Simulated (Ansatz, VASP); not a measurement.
CoO: VASP beside Ansatz

INCAR

```
SYSTEM = CoO
PREC     = Accurate       ! precision mode
ENCUT    = 600            ! plane-wave cutoff, eV
EDIFF    = 1E-6           ! SCF threshold, eV
ISMEAR   = 0              ! smearing method
SIGMA    = 0.1            ! smearing width, eV
LREAL    = .FALSE.        ! projectors in reciprocal space
LASPH    = .TRUE.         ! aspherical terms in the spheres
NELM     = 200            ! most SCF steps
ALGO     = Normal         ! electronic algorithm
ISIF     = 2              ! what is computed and relaxed
LWAVE    = .FALSE.        ! write WAVECAR
LCHARG   = .TRUE.         ! write CHGCAR
ISPIN    = 2              ! spin polarisation
MAGMOM   = -3 3 0 0       ! initial moments
LORBIT   = 11             ! projections on sites
LMAXMIX  = 4              ! l up to which the mixer works
GGA      = CA             ! functional
LELF     = .TRUE.         ! ELF
LVHAR    = .TRUE.       
NBANDS   = 35             ! bands
GGA_COMPAT= .FALSE.
```

Contents of KPOINTS:

```
Automatic mesh
0
G
  6 6 6
  0 0 0
```

The input POSCAR:

```
CoO
1.0
    1.6022198417      0.9250420569      5.1329417806
   -1.6022198417      0.9250420569      5.1329417806
    0.0000000000     -1.8500841138      5.1329417806
Co O
2 2
Direct
    0.9994877300      0.9994877300      0.9994877300
    0.4994905900      0.4994905900      0.4994905900
    0.3754955300      0.3754955300      0.3754955300
    0.8755255000      0.8755255000      0.8755255000
```

Input for Ansatz:

```yaml
crystal:
  lattice:
    - [1.6022198417, 0.9250420569, 5.1329417806]
    - [-1.6022198417, 0.9250420569, 5.1329417806]
    - [0.0, -1.8500841138, 5.1329417806]
  atoms:
    - { symbol: Co, position: [0.99948773, 0.99948773, 0.99948773], spin: -3.0 }
    - { symbol: Co, position: [0.49949059, 0.49949059, 0.49949059], spin: 3.0 }
    - { symbol: O, position: [0.37549553, 0.37549553, 0.37549553] }
    - { symbol: O, position: [0.8755255, 0.8755255, 0.8755255] }
basis:
  ecutwfc: 420
kpoints:
  mp_grid: { grid: [6, 6, 6] }
hamiltonian:
  xc: lda
scf:
  occupations: { method: gaussian, width: 0.1 }
  lower_state_search: "off"
output:
  forces: true
  stress: true
  eigenvalues: true
  populations: true
magnetization:
  spin_polarized: true
```

Alike in both runs: task single point; functional LDA; k mesh 6 × 6 × 6; occupations gaussian, width 0.1 eV; collinear spin.

|  | VASP | Ansatz |
| --- | --- | --- |
| version | VASP 6.6.1 | Ansatz 0.2.0 |
| potentials or method | VASP PAW LDA potentials, release 64 (Co_sv, O), cutoff 600 eV | scalar-relativistic, plane waves, PAW |
| valence electrons in the cell | 46 | 46 |

|  | VASP | Ansatz | Ansatz less VASP |
| --- | --- | --- | --- |
| gap on the k mesh at the Fermi level (eV) | none | none | - |
| pressure (GPa) | -21.0 | -18.5 | +2.52 |
| traceless stress, the component that is largest in VASP (GPa) | -0.51 | -0.52 | -0.011 |
| rms of the force components (eV/Å) | 0.002 | 0.006 | +0.0044 |
| net moment per atom (μB) | 0.00 | 0.00 | 0.000 |
| size of the moment on the site where the two differ most (μB) | 1.91 | 1.88 | -0.032 |

LDA's correlation is that of Perdew and Zunger in VASP and of Perdew and Wang (1992) in Ansatz. Site moments also hang on the region over which each program counts them. Atom by atom the forces differ by 0.008 eV/Å (rms over components). A gap of «none» marks a metal or a gap that the smearing closes.

The k mesh is coarse, so the values compare programs but aren't converged.
